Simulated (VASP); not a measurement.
# MnO (Fm-3m) in VASP: single point with PBEsol+U

Aim: the single point of MnO with PBEsol+U.

All numbers are computed with VASP 6.6.1; they aren't measurements. Logs are shortened: lines on timing, memory, paths and dates and some standing lists are left out, and cuts for length are marked.

### Step 1. The cell of the first run

The structure is cubic, space group Fm-3m (No. 225). Conventional cell: a = 4.444 Å, b = 4.444 Å, c = 4.444 Å, α = 90.00°, β = 90.00°, γ = 90.00°. Within 2.9 Å of Mn (site symmetry m-3m) lie 6 O at 2.22 Å. O (site symmetry m-3m) has 6 Mn at 2.22 Å within 2.9 Å.

### Step 2. Single point, PBEsol+U

Contents of INCAR:

```
SYSTEM = MnO
  ALGO = Normal
  EDIFF = 1E-7
  ENCUT = 520
  GGA = PS
  ISIF = 2
  ISMEAR = 0
  LASPH = .True.
  LCHARG = .False.
  LDAU = .True.
  LDAUJ = 0 0
  LDAUL = 2 -1
  LDAUPRINT = 1
  LDAUTYPE = 2
  LDAUU = 1.9 0
  LMAXMIX = 4
  LREAL = .False.
  LWAVE = .False.
  NBANDS = 16
  NELM = 150
  PREC = Accurate
  SIGMA = 0.05
```

Contents of KPOINTS:

```
k-points
0
Gamma
  12 12 12
  0 0 0
```

Contents of POSCAR:

```
MnO
1.0
    0.0000000000      2.2220003343      2.2220003343
    2.2220003343      0.0000000000      2.2220003343
    2.2220003343      2.2220003343      0.0000000000
Mn O
1 1
Direct
    0.0000000000      0.0000000000      0.0000000000
    0.5000000000      0.5000000000      0.5000000000
```

Potentials or basis: VASP PAW PBE potentials, release 64 (Mn_pv, O).

Run with:

```
> cat potpaw_PBE.64/Mn_pv/POTCAR potpaw_PBE.64/O/POTCAR > POTCAR
> mpirun -np 1 vasp_std > vasp.out
```

OUTCAR:

```text
SYSTEM = MnO
   EDIFF = 1E-7
   ENCUT = 520
   GGA = PS
   ISIF = 2
   ISMEAR = 0
   LASPH = .True.
   LREAL = .False.
   NELM = 150
   PREC = Accurate

 ion  position               nearest neighbor table
   1  0.000  0.000  0.000-   2 2.22   2 2.22   2 2.22   2 2.22   2 2.22   2 2.22
   2  0.500  0.500  0.500-   1 2.22   1 2.22   1 2.22   1 2.22   1 2.22   1 2.22

  LATTYP: Found a face centered cubic cell.
 ALAT       =     4.4440006686

  Lattice vectors:

 A1 = (   0.0000000000,   2.2220003343,   2.2220003343)
 A2 = (   2.2220003343,   0.0000000000,   2.2220003343)
 A3 = (   2.2220003343,   2.2220003343,   0.0000000000)

Analysis of symmetry for initial positions (statically):
=====================================================================
 Subroutine PRICEL returns:
 Original cell was already a primitive cell.

 Routine SETGRP: Setting up the symmetry group for a
 face centered cubic supercell.

 Subroutine GETGRP returns: Found 48 space group operations
 (whereof 48 operations were pure point group operations)
 out of a pool of 48 trial point group operations.

The static configuration has the point symmetry O_h .

Analysis of symmetry for dynamics (positions and initial velocities):
=====================================================================
 Subroutine PRICEL returns:
 Original cell was already a primitive cell.

 Routine SETGRP: Setting up the symmetry group for a
 face centered cubic supercell.

 Subroutine GETGRP returns: Found 48 space group operations
 (whereof 48 operations were pure point group operations)
 out of a pool of 48 trial point group operations.

The dynamic configuration has the point symmetry O_h .

 Subroutine INISYM returns: Found 48 space group operations
 (whereof 48 operations are pure point group operations),
 and found     1 'primitive' translations

----------------------------------------------------------------------------------------

                                     Primitive cell

  volume of cell :      21.9413

  direct lattice vectors                    reciprocal lattice vectors
[... 129 lines left out ...]
atom =   1  type =  1  l = 2

 onsite density matrix

spin component  1

  0.7575 -0.0000 -0.0000  0.0000 -0.0000
 -0.0000  0.7575  0.0000  0.0000  0.0000
 -0.0000  0.0000  0.1329 -0.0000  0.0000
  0.0000  0.0000 -0.0000  0.7575 -0.0000
 -0.0000  0.0000  0.0000 -0.0000  0.1329

spin component  2

  0.7575 -0.0000 -0.0000  0.0000 -0.0000
 -0.0000  0.7575  0.0000  0.0000  0.0000
 -0.0000  0.0000  0.1329 -0.0000  0.0000
  0.0000  0.0000 -0.0000  0.7575 -0.0000
 -0.0000  0.0000  0.0000 -0.0000  0.1329

 occupancies and eigenvectors

  o =  0.1329  v =  0.0000  0.0000 -0.0656  0.0000  0.9978  0.0000  0.0000  0.0000  0.0000  0.0000      0.0000  0.0000  0.0000  0.0000  0.0000  0.0000  0.0000  0.0000  0.0000  0.0000
  o =  0.1329  v =  0.0000  0.0000  0.0000  0.0000  0.0000  0.0000  0.0000 -0.0656  0.0000  0.9978      0.0000  0.0000  0.0000  0.0000  0.0000  0.0000  0.0000  0.0000  0.0000  0.0000
  o =  0.1329  v =  0.0000  0.0000  0.0000  0.0000  0.0000  0.0000  0.0000 -0.9978 -0.0000 -0.0656      0.0000  0.0000  0.0000  0.0000  0.0000  0.0000  0.0000  0.0000  0.0000  0.0000
  o =  0.1329  v =  0.0000  0.0000 -0.9978 -0.0000 -0.0656  0.0000  0.0000  0.0000  0.0000  0.0000      0.0000  0.0000  0.0000  0.0000  0.0000  0.0000  0.0000  0.0000  0.0000  0.0000
  o =  0.7575  v =  0.0000 -0.9994 -0.0000  0.0342  0.0000  0.0000  0.0000  0.0000  0.0000  0.0000      0.0000  0.0000  0.0000  0.0000  0.0000  0.0000  0.0000  0.0000  0.0000  0.0000
  o =  0.7575  v =  0.0000  0.0000  0.0000  0.0000  0.0000  0.0000 -0.9994 -0.0000  0.0342  0.0000      0.0000  0.0000  0.0000  0.0000  0.0000  0.0000  0.0000  0.0000  0.0000  0.0000
  o =  0.7575  v =  1.0000  0.0000  0.0000  0.0000  0.0000  0.0000  0.0000  0.0000  0.0000  0.0000      0.0000  0.0000  0.0000  0.0000  0.0000  0.0000  0.0000  0.0000  0.0000  0.0000
  o =  0.7575  v =  0.0000  0.0000  0.0000  0.0000  0.0000  1.0000  0.0000  0.0000  0.0000  0.0000      0.0000  0.0000  0.0000  0.0000  0.0000  0.0000  0.0000  0.0000  0.0000  0.0000
  o =  0.7575  v =  0.0000  0.0342 -0.0000  0.9994 -0.0000  0.0000  0.0000  0.0000  0.0000  0.0000      0.0000  0.0000  0.0000  0.0000  0.0000  0.0000  0.0000  0.0000  0.0000  0.0000
  o =  0.7575  v =  0.0000  0.0000  0.0000  0.0000  0.0000  0.0000  0.0342 -0.0000  0.9994 -0.0000      0.0000  0.0000  0.0000  0.0000  0.0000  0.0000  0.0000  0.0000  0.0000  0.0000

 number of electron      18.9999992 magnetization

 Free energy of the ion-electron system (eV)
  ---------------------------------------------------
  ext. energy  EPLUGINS =         0.00000000
  ---------------------------------------------------
  free energy    TOTEN  =       -13.35609400 eV

  energy without entropy =      -13.34415764  energy(sigma->0) =      -13.35012582

 E-fermi :   6.5091     XC(G=0): -12.2403

 val. band max:        6.5082140656   @ k =   0.5000   0.1667   0.0000
 cond. band min:       6.5092370906   @ k =   0.5000   0.2500   0.0833
 fundamental gap:      0.0010230250
 Fermi energy:         6.5091486162

 k-point     1 :       0.0000    0.0000    0.0000
  band No.  band energies     occupation
      1     -41.1420      2.00000
      2     -41.1420      2.00000
      3     -41.1419      2.00000
      4     -13.0824      2.00000
      5       3.2955      2.00000
      6       3.2955      2.00000
[... 433 lines left out ...]
      3     -41.1534      2.00000
      4     -12.1172      2.00000
      5      -0.4295      2.00000
      6       1.3915      2.00000
[... 8 lines left out ...]
     15      17.9273      0.00000
     16      20.2376      0.00000

 [... further k-points ...]
[... 5 lines left out ...]
  --------------------------------------------------------------------------------------
  -------------------------------------------------------------------------------------
  Total       -5.1860968     -5.1860968     -5.1860968      0.0000000      0.0000000      0.0000000
  in kB     -378.6943699   -378.6943699   -378.6943699      0.0000000      0.0000000      0.0000000
  external PRESSURE =    -378.6943699 kB  Pullay stress =       0.0000000 kB

 VOLUME and BASIS-vectors are now :
 -----------------------------------------------------------------------------
  energy-cutoff  :      520.00
  volume of cell :       21.94
      direct lattice vectors                 reciprocal lattice vectors
     0.000000000  2.222000334  2.222000334    -0.225022468  0.225022468  0.225022468
     2.222000334  0.000000000  2.222000334     0.225022468 -0.225022468  0.225022468
     2.222000334  2.222000334  0.000000000     0.225022468  0.225022468 -0.225022468

 POSITION                                       TOTAL-FORCE (eV/Angst)
 -----------------------------------------------------------------------------------
      0.00000      0.00000      0.00000         0.000000     -0.000000     -0.000000
      2.22200      2.22200      2.22200        -0.000000      0.000000      0.000000
 -----------------------------------------------------------------------------------
    total drift:                                0.000000     -0.000000     -0.000000

  FREE ENERGIE OF THE ION-ELECTRON SYSTEM (eV)
  ---------------------------------------------------
  free  energy   TOTEN  =       -13.3560939951 eV

  energy  without entropy=      -13.3441576373  energy(sigma->0) =      -13.35012582
```

stdout:

```text
POSCAR found type information on POSCAR MnO
 POSCAR found :  2 types and       2 ions
 scaLAPACK will be used
 -----------------------------------------------------------------------------
|                                                                             |
|                                                                             |
|     You enforced a specific xc type in the INCAR file but a different       |
|     I HOPE YOU KNOW WHAT YOU ARE DOING!                                     |
|                                                                             |
 -----------------------------------------------------------------------------

 LDA part: xc-table for (Slater+PW92), standard interpolation
 POSCAR, INCAR and KPOINTS ok, starting setup
 FFT: planning ... GRIDC
 FFT: planning ... GRID_SOFT
 FFT: planning ... GRID
 WAVECAR not read
 entering main loop
```

Wall time 18 s (1 thread of Intel Xeon Platinum 8488C (Sapphire Rapids), shared host); peak memory 0.15 GiB.

What came out:

```yaml
Free_energy: -13.3561 eV
Pressure: -37.9 GPa
Band_gap_on_the_k_mesh: zero (an odd number of electrons rules out a gap without spin polarisation)
```

Levels at points of the mesh, in eV from the Fermi level:
```tsv
k point	band 7	band 8	band 9	band 10	band 11	band 12	band 13	band 14
(0.00, 0.00, 0.00)	-3.21	-1.22	-1.22	-1.22	0.28	0.28	0.74	15.14
(0.50, 0.00, 0.00)	-4.86	-0.20	-0.20	0.01	2.55	2.55	4.68	8.90
(0.50, 0.50, 0.00)	-4.18	-2.36	0.09	0.09	0.78	1.03	6.58	8.80
```

Eigenvalues of the final occupation matrices:
| site | spin | trace | eigenvalues |
| --- | --- | --- | --- |
| site 1 d | 1 | 2.54 | 0.13 0.13 0.76 0.76 0.76 |
| site 1 d | 2 | 2.54 | 0.13 0.13 0.76 0.76 0.76 |

Caveat: the cell stands under tension; the PAW data sets were made with another functional, which shifts forces and pressure a little; an odd number of electrons without spin polarisation forces a metal; a magnetic or distorted state may lie lower; the run has no spin polarisation, though such a crystal can be magnetic; U without spin polarisation on a metal has little footing.
